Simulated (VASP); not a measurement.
# AlNi3 (Fm-3m) in VASP: further runs

Runs on AlNi3. Level: PBE. Tasks: single point.

Everything below comes from runs of VASP 6.6.1. Logs are shortened: lines on timing, memory, paths and dates and some standing lists are left out, and cuts for length are marked.

## Step 1: The cell of the first run

The structure is cubic, space group Fm-3m (No. 225). The conventional cell has a = 5.604 Å, b = 5.604 Å, c = 5.604 Å, α = 90.00°, β = 90.00°, γ = 90.00°. Within 3.2 Å of Al (site symmetry m-3m) lie 14 Ni at 2.43 to 2.80 Å. Within 3.2 Å of Ni (site symmetry -43m) lie 4 Al at 2.43 Å and 10 Ni at 2.43 to 2.80 Å. Ni (site symmetry m-3m) has 8 Ni at 2.43 Å and 6 Al at 2.80 Å within 3.2 Å.

## Step 2: Single point, PBE

The input, INCAR:

```
  PREC = Accurate
  ENCUT = 520
  EDIFF = 1E-7
  ISMEAR = -1
  SIGMA = 0.01
  LREAL = False
  LASPH = True
  NELM = 80
  ALGO = Normal
  ISIF = 2
  LWAVE = False
  LCHARG = False
  GGA = PE
  NBANDS = 24
```

The input, KPOINTS:

```
regular mesh
0
Gamma
  14 14 14
```

The input, POSCAR:

```
AlNi3
1.0
    0.0000000000      2.8018887551      2.8018887551
    2.8018887551      0.0000000000      2.8018887551
    2.8018887551      2.8018887551      0.0000000000
Al Ni
1 3
Direct
    0.5000000000      0.5000000000      0.5000000000
    0.2500000000      0.2500000000      0.2500000000
    0.0000000000      0.0000000000      0.0000000000
    0.7500000000      0.7500000000      0.7500000000
```

Potentials or basis: VASP PAW PBE potentials, release 64 (Al, Ni).

On the command line:

```sh
$ cat potpaw_PBE.64/Al/POTCAR potpaw_PBE.64/Ni/POTCAR > POTCAR
$ mpirun -np 1 vasp_std > vasp.out
```

OUTCAR:

```text
PREC = Accurate
   ENCUT = 520
   EDIFF = 1E-7
   ISMEAR = -1
   LREAL = False
   LASPH = True
   NELM = 80
   ISIF = 2
   GGA = PE

 ion  position               nearest neighbor table
   1  0.500  0.500  0.500-   2 2.43   4 2.43   2 2.43   2 2.43   4 2.43   2 2.43   4 2.43   4 2.43
                             3 2.80   3 2.80   3 2.80   3 2.80   3 2.80   3 2.80
   2  0.250  0.250  0.250-   3 2.43   1 2.43   3 2.43   1 2.43   3 2.43   3 2.43   1 2.43   1 2.43
                             4 2.80   4 2.80   4 2.80   4 2.80   4 2.80   4 2.80
   3  0.000  0.000  0.000-   4 2.43   2 2.43   4 2.43   2 2.43   4 2.43   4 2.43   2 2.43   2 2.43
                             1 2.80   1 2.80   1 2.80   1 2.80   1 2.80   1 2.80
   4  0.750  0.750  0.750-   1 2.43   3 2.43   1 2.43   1 2.43   3 2.43   1 2.43   3 2.43   3 2.43
                             2 2.80   2 2.80   2 2.80   2 2.80   2 2.80   2 2.80

  LATTYP: Found a face centered cubic cell.
 ALAT       =     5.6037775102

  Lattice vectors:

 A1 = (   0.0000000000,   2.8018887551,   2.8018887551)
 A2 = (   2.8018887551,   0.0000000000,   2.8018887551)
 A3 = (   2.8018887551,   2.8018887551,   0.0000000000)

Analysis of symmetry for initial positions (statically):
=====================================================================
 Subroutine PRICEL returns:
 Original cell was already a primitive cell.

 Routine SETGRP: Setting up the symmetry group for a
 face centered cubic supercell.

 Subroutine GETGRP returns: Found 48 space group operations
 (whereof 48 operations were pure point group operations)
 out of a pool of 48 trial point group operations.

The static configuration has the point symmetry O_h .

Analysis of symmetry for dynamics (positions and initial velocities):
=====================================================================
 Subroutine PRICEL returns:
 Original cell was already a primitive cell.

 Routine SETGRP: Setting up the symmetry group for a
 face centered cubic supercell.

 Subroutine GETGRP returns: Found 48 space group operations
 (whereof 48 operations were pure point group operations)
 out of a pool of 48 trial point group operations.

The dynamic configuration has the point symmetry O_h .

 Subroutine INISYM returns: Found 48 space group operations
 (whereof 48 operations are pure point group operations),
 and found     1 'primitive' translations

----------------------------------------------------------------------------------------

                                     Primitive cell

  volume of cell :      43.9929

  direct lattice vectors                    reciprocal lattice vectors
[... 93 lines left out ...]
   EDIFFG = 0.1E-05   stopping-criterion for IOM
   NSW    =      0    number of steps for IOM
   IBRION =     -1    ionic relax: 0-MD 1-quasi-New 2-CG
   NFREE  =      0    steps in history (QN), initial steepest desc. (CG)
   ISIF   =      2    stress and relaxation
   ISYM   =      2    0-nonsym 1-usesym 2-fastsym
   POTIM  = 0.5000    time-step for ionic-motion
   TEBEG  =    0.0;   TEEND  =   0.0 temperature during run
   PSTRESS=    0.0 pullay stress
   NELECT =      33.0000    total number of electrons
   NUPDOWN=      -1.0000    fix difference up-down
   EMIN   =  10.00;   EMAX   =-10.00  energy-range for DOS
   EFERMI =   0.00;   METHOD = LEGACY
   ISMEAR =    -1;   SIGMA  =   0.01  broadening in eV -4-tet -1-fermi 0-gaus
   EFERMI_NEDOS =   21; number of points for ismear=-14 and -15
   IALGO  =     38    algorithm
   IMIX   =      4    mixing-type and parameters
     AMIX     =   0.40;   BMIX     =  1.00
     AMIX_MAG =   1.60;   BMIX_MAG =  1.00
  volume/ion in A,a.u.               =      11.00        74.22
  Fermi-wavevector in a.u.,A,eV,Ry     =   1.487483  2.810935 30.104316  2.212605
  Thomas-Fermi vector in A             =   2.600638
   LORBIT       =      0    0 simple, 1 ext, 2 COOP (PROOUT), +10 PAW based schemes
   GGA     = PE    functional components
   LHFCALC =     F    Hartree Fock is set to
   AEXX    =    0.0000 exact exchange contribution
   IVDW    =     0    specifies the selected vdW correction
   LEPSILON=     F    determine dielectric tensor
   LRPA    =     F    only Hartree local field effects (RPA)
 non-spin polarized calculation
  energy-cutoff  :      520.00
  volume of cell :       43.99
 maximum number of plane-waves:      1243
 NGX is ok and might be reduce to    30
   NGX = 15   NGY = 15   NGZ = 15

 number of electron      33.0000016 magnetization

 Free energy of the ion-electron system (eV)
  ---------------------------------------------------
  ext. energy  EPLUGINS =         0.00000000
  ---------------------------------------------------
  free energy    TOTEN  =       -21.65592740 eV

  energy without entropy =      -21.65521401  energy(sigma->0) =      -21.65557071

 E-fermi :   9.9700     XC(G=0): -12.8136

 val. band max:        9.9580304358   @ k =  -0.2857   0.5000   0.2143
 cond. band min:       9.9792153417   @ k =  -0.4286   0.4286   0.0714
 fundamental gap:      0.0211849060
 Fermi energy:         9.9699631327

 k-point     1 :       0.0000    0.0000    0.0000
  band No.  band energies     occupation
      1      -0.2339      2.00000
      2       6.3611      2.00000
      3       6.3611      2.00000
      4       6.4824      2.00000
      5       6.4824      2.00000
      6       6.4824      2.00000
[... 637 lines left out ...]
     23      17.7008      0.00000
     24      19.7266      0.00000

 [... further k-points ...]

------------------------ aborting loop because EDIFF is reached ----------------------------------------

  FORCE on cell =-STRESS in cart. coord.  units (eV):
  Direction    XX          YY          ZZ          XY          YZ          ZX
  --------------------------------------------------------------------------------------
  -------------------------------------------------------------------------------------
  Total        1.9207243      1.9207243      1.9207243     -0.0000000     -0.0000000      0.0000000
  in kB       69.9508429     69.9508429     69.9508429     -0.0000000     -0.0000000      0.0000000
  external PRESSURE =      69.9508429 kB  Pullay stress =       0.0000000 kB

 VOLUME and BASIS-vectors are now :
 -----------------------------------------------------------------------------
  energy-cutoff  :      520.00
  volume of cell :       43.99
      direct lattice vectors                 reciprocal lattice vectors
     0.000000000  2.801888755  2.801888755    -0.178451053  0.178451053  0.178451053
     2.801888755  0.000000000  2.801888755     0.178451053 -0.178451053  0.178451053
     2.801888755  2.801888755  0.000000000     0.178451053  0.178451053 -0.178451053

 POSITION                                       TOTAL-FORCE (eV/Angst)
 -----------------------------------------------------------------------------------
      2.80189      2.80189      2.80189        -0.000000     -0.000000      0.000000
      1.40094      1.40094      1.40094         0.000000     -0.000000     -0.000000
      0.00000      0.00000      0.00000        -0.000000     -0.000000      0.000000
      4.20283      4.20283      4.20283         0.000000      0.000000      0.000000
 -----------------------------------------------------------------------------------
    total drift:                                0.000000     -0.000000      0.000000

  FREE ENERGIE OF THE ION-ELECTRON SYSTEM (eV)
  ---------------------------------------------------
  free  energy   TOTEN  =       -21.6559274005 eV

  energy  without entropy=      -21.6552140141  energy(sigma->0) =      -21.65557071
```

OSZICAR:

```text
N       E                     dE             d eps       ncg     rms          rms(c)
DAV:   1     0.187838222046E+03    0.18784E+03   -0.14289E+04  5032   0.176E+03
DAV:   2    -0.160967087719E+02   -0.20393E+03   -0.19209E+03  5000   0.322E+02
DAV:   3    -0.250032626988E+02   -0.89066E+01   -0.84847E+01  6128   0.920E+01
DAV:   4    -0.251382906623E+02   -0.13503E+00   -0.13495E+00  6152   0.982E+00
DAV:   5    -0.251423387658E+02   -0.40481E-02   -0.40480E-02  6480   0.155E+00    0.182E+01
DAV:   6    -0.248480877473E+02    0.29425E+00   -0.34183E+01  5840   0.101E+02    0.162E+01
DAV:   7    -0.218294579799E+02    0.30186E+01   -0.10378E+01  5888   0.644E+01    0.621E+00
DAV:   8    -0.218925842212E+02   -0.63126E-01   -0.13851E+00  5616   0.363E+01    0.545E+00
DAV:   9    -0.216711711685E+02    0.22141E+00   -0.20298E-01  6688   0.160E+01    0.123E+00
DAV:  10    -0.216569406891E+02    0.14230E-01   -0.57156E-02  7888   0.500E+00    0.501E-01
DAV:  11    -0.216559241633E+02    0.10165E-02   -0.77209E-03  6520   0.214E+00    0.103E-01
DAV:  12    -0.216559594695E+02   -0.35306E-04   -0.67132E-04  6072   0.516E-01    0.755E-02
DAV:  13    -0.216559270506E+02    0.32419E-04   -0.10816E-04  5944   0.290E-01    0.848E-03
DAV:  14    -0.216559275798E+02   -0.52924E-06   -0.14334E-05  6032   0.486E-02    0.357E-03
DAV:  15    -0.216559273757E+02    0.20407E-06   -0.13092E-06  6024   0.169E-02    0.174E-03
DAV:  16    -0.216559274005E+02   -0.24749E-07   -0.64008E-08  2784   0.550E-03
   1 F= -.21655927E+02 E0= -.21655571E+02  d E =-.713386E-03
```

stdout:

```text
POSCAR found type information on POSCAR AlNi
 POSCAR found :  2 types and       4 ions
 scaLAPACK will be used
 LDA part: xc-table for (Slater+PW92), standard interpolation
 POSCAR, INCAR and KPOINTS ok, starting setup
 FFT: planning ... GRIDC
 FFT: planning ... GRID_SOFT
 FFT: planning ... GRID
 WAVECAR not read
 entering main loop
```

Wall time 3.6 min (1 thread of Intel Xeon 8259CL, shared host); peak memory 0.24 GiB.

Results:

```
Free energy            : -21.6559 eV
Pressure               : 7.0 GPa
Band gap on the k mesh : zero (an odd number of electrons rules out a gap without spin polarisation)
```

Levels at points of the mesh, in eV from the Fermi level:
```
           k point  band 12  band 13  band 14  band 15  band 16  band 17  band 18  band 19  band 20  band 21
(0.00, 0.00, 0.00)    -0.92    -0.57    -0.57    -0.53    -0.53     5.45     5.45     5.45     5.89     5.89
(0.50, 0.00, 0.00)    -1.73    -0.66    -0.66    -0.48    -0.48    -0.15     4.34     4.34     4.78     4.78
(0.50, 0.50, 0.00)    -1.19    -1.07    -0.75    -0.60    -0.38    -0.36    -0.36    -0.05     4.27     4.66
```

Caveat: the cell stands under pressure. Spin polarisation is off, so any magnetic state and its effect on volume and gap are missing.

## Step 3: Single point, PBE

The input, INCAR:

```
PREC     = Accurate       # precision mode
ENCUT    = 520            # plane-wave cutoff, eV
EDIFF    = 1E-7           # SCF threshold, eV
ISMEAR   = -1             # smearing method
SIGMA    = 0.05           # smearing width, eV
LREAL    = False          # projectors in reciprocal space
LASPH    = True           # aspherical terms in the spheres
NELM     = 60             # most SCF steps
ALGO     = Fast           # electronic algorithm
ISIF     = 2              # what is computed and relaxed
LWAVE    = False          # write WAVECAR
LCHARG   = True           # write CHGCAR
GGA      = PE             # functional
LELF     = True           # ELF
LVHAR    = True         
NBANDS   = 24             # bands
```

KPOINTS is that of step 2.

POSCAR is that of step 2.

Potentials or basis: VASP PAW PBE potentials, release 64 (Al, Ni).

On the command line:

```sh
$ cat potpaw_PBE.64/Al/POTCAR potpaw_PBE.64/Ni/POTCAR > POTCAR
$ mpirun -np 1 vasp_std > vasp.out
```

OUTCAR:

```text
PREC = Accurate
   ENCUT = 520
   EDIFF = 1E-7
   ISMEAR = -1
   LREAL = False
   LASPH = True
   NELM = 60
   ISIF = 2
   GGA = PE

 ion  position               nearest neighbor table
   1  0.500  0.500  0.500-   2 2.43   4 2.43   2 2.43   2 2.43   4 2.43   2 2.43   4 2.43   4 2.43
                             3 2.80   3 2.80   3 2.80   3 2.80   3 2.80   3 2.80
   2  0.250  0.250  0.250-   3 2.43   1 2.43   3 2.43   1 2.43   3 2.43   3 2.43   1 2.43   1 2.43
                             4 2.80   4 2.80   4 2.80   4 2.80   4 2.80   4 2.80
   3  0.000  0.000  0.000-   4 2.43   2 2.43   4 2.43   2 2.43   4 2.43   4 2.43   2 2.43   2 2.43
[... 854 lines left out ...]
  -------------------------------------------------------------------------------------
  Total        1.9551385      1.9551385      1.9551385      0.0000000     -0.0000000      0.0000000
  in kB       71.2041750     71.2041750     71.2041750      0.0000000     -0.0000000      0.0000000
  external PRESSURE =      71.2041750 kB  Pullay stress =       0.0000000 kB

 VOLUME and BASIS-vectors are now :
 -----------------------------------------------------------------------------
  energy-cutoff  :      520.00
  volume of cell :       43.99
      direct lattice vectors                 reciprocal lattice vectors
     0.000000000  2.801888755  2.801888755    -0.178451053  0.178451053  0.178451053
     2.801888755  0.000000000  2.801888755     0.178451053 -0.178451053  0.178451053
     2.801888755  2.801888755  0.000000000     0.178451053  0.178451053 -0.178451053

 POSITION                                       TOTAL-FORCE (eV/Angst)
 -----------------------------------------------------------------------------------
      2.80189      2.80189      2.80189         0.000000     -0.000000      0.000000
      1.40094      1.40094      1.40094        -0.000000      0.000000     -0.000000
      0.00000      0.00000      0.00000         0.000000     -0.000000      0.000000
      4.20283      4.20283      4.20283         0.000000     -0.000000      0.000000
 -----------------------------------------------------------------------------------
    total drift:                                0.000000     -0.000000      0.000000

  FREE ENERGIE OF THE ION-ELECTRON SYSTEM (eV)
  ---------------------------------------------------
  free  energy   TOTEN  =       -21.6661363803 eV

  energy  without entropy=      -21.6434268385  energy(sigma->0) =      -21.65478161
```

OSZICAR:

```text
N       E                     dE             d eps       ncg     rms          rms(c)
DAV:   1     0.187828708492E+03    0.18783E+03   -0.14289E+04  5032   0.176E+03
DAV:   2    -0.161158661913E+02   -0.20394E+03   -0.19211E+03  5000   0.322E+02
DAV:   3    -0.250249074172E+02   -0.89090E+01   -0.84936E+01  6128   0.920E+01
DAV:   4    -0.251598740298E+02   -0.13497E+00   -0.13489E+00  6152   0.982E+00
DAV:   5    -0.251639211289E+02   -0.40471E-02   -0.40470E-02  6480   0.155E+00    0.182E+01
RMM:   6    -0.248643800941E+02    0.29954E+00   -0.34799E+01  5434   0.691E+01    0.170E+01
RMM:   7    -0.218157391809E+02    0.30486E+01   -0.96473E+00  5080   0.388E+01    0.533E+00
RMM:   8    -0.220087376388E+02   -0.19300E+00   -0.60445E-01  5367   0.850E+00    0.678E+00
RMM:   9    -0.216796857285E+02    0.32905E+00   -0.22981E-01  5383   0.563E+00    0.855E-01
RMM:  10    -0.216672223651E+02    0.12463E-01   -0.29182E-02  5328   0.142E+00    0.439E-01
RMM:  11    -0.216659870256E+02    0.12353E-02   -0.79582E-03  6048   0.880E-01    0.162E-01
RMM:  12    -0.216662118934E+02   -0.22487E-03   -0.20106E-03  5800   0.445E-01    0.134E-01
RMM:  13    -0.216661110895E+02    0.10080E-03   -0.77014E-04  6167   0.261E-01    0.287E-02
RMM:  14    -0.216661337725E+02   -0.22683E-04   -0.25492E-04  6607   0.102E-01    0.149E-02
RMM:  15    -0.216661364030E+02   -0.26305E-05   -0.41495E-05  7085   0.386E-02    0.968E-03
RMM:  16    -0.216661363784E+02    0.24553E-07   -0.40588E-06  6578   0.143E-02    0.382E-03
RMM:  17    -0.216661363803E+02   -0.18404E-08   -0.69177E-07  4899   0.483E-03
   1 F= -.21666136E+02 E0= -.21654782E+02  d E =-.227095E-01
```

stdout:

```text
POSCAR found type information on POSCAR AlNi
 POSCAR found :  2 types and       4 ions
 scaLAPACK will be used
 LDA part: xc-table for (Slater+PW92), standard interpolation
 POSCAR, INCAR and KPOINTS ok, starting setup
 FFT: planning ... GRIDC
 FFT: planning ... GRID_SOFT
 FFT: planning ... GRID
 WAVECAR not read
 entering main loop
```

Wall time 4.2 min (1 thread of Intel Xeon 8259CL, shared host); peak memory 0.23 GiB.

What came out:

* Free energy: -21.6661 eV
* Pressure: 7.1 GPa
* Band gap on the k mesh: zero (an odd number of electrons rules out a gap without spin polarisation)

Levels at points of the mesh, in eV from the Fermi level:
```tsv
k point	band 13	band 14	band 15	band 16	band 17	band 18	band 19	band 20
(0.00, 0.00, 0.00)	-0.56	-0.56	-0.53	-0.53	5.46	5.46	5.46	5.90
(0.50, 0.00, 0.00)	-0.65	-0.65	-0.48	-0.48	-0.15	4.35	4.35	4.79
(0.50, 0.50, 0.00)	-1.06	-0.75	-0.60	-0.38	-0.35	-0.35	-0.04	4.28
```

Caveat: the cell stands under pressure. Spin polarisation is off, so any magnetic state and its effect on volume and gap are missing.

[end of part 1 of 2]
